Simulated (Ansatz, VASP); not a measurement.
NbH2: VASP beside Ansatz

```
Nb H
1.0
     0.00000    2.28150    2.28150
     2.28150    0.00000    2.28150
     2.28150    2.28150    0.00000
Nb H
1 2
Direct
  0.00000 0.00000 0.00000
  0.25000 0.25000 0.25000
  0.75000 0.75000 0.75000
```

Alike in both runs: task single point; functional PBEsol; k mesh 13 × 13 × 13; occupations methfessel-paxton of order 1, width 0.1 eV; no spin polarisation.

|  | VASP | Ansatz |
| --- | --- | --- |
| version | VASP 6.6.1 | Ansatz 0.2.0 |
| potentials or method | VASP PAW PBE potentials, release 64 (Nb_sv, H), cutoff 500 eV | plane waves, PAW |
| valence electrons in the cell | 15 | 15 |

Ansatz gave:

| Item | Value |
| --- | --- |
| pressure (GPa) | -5.4 |

Question: What did VASP give for the same quantities?

Answer: Pressure (GPa): -5.9.

VASP's potentials were made for PBE, not for PBEsol. With one functional, cell and mesh, what is left measures potentials, basis and numerics.
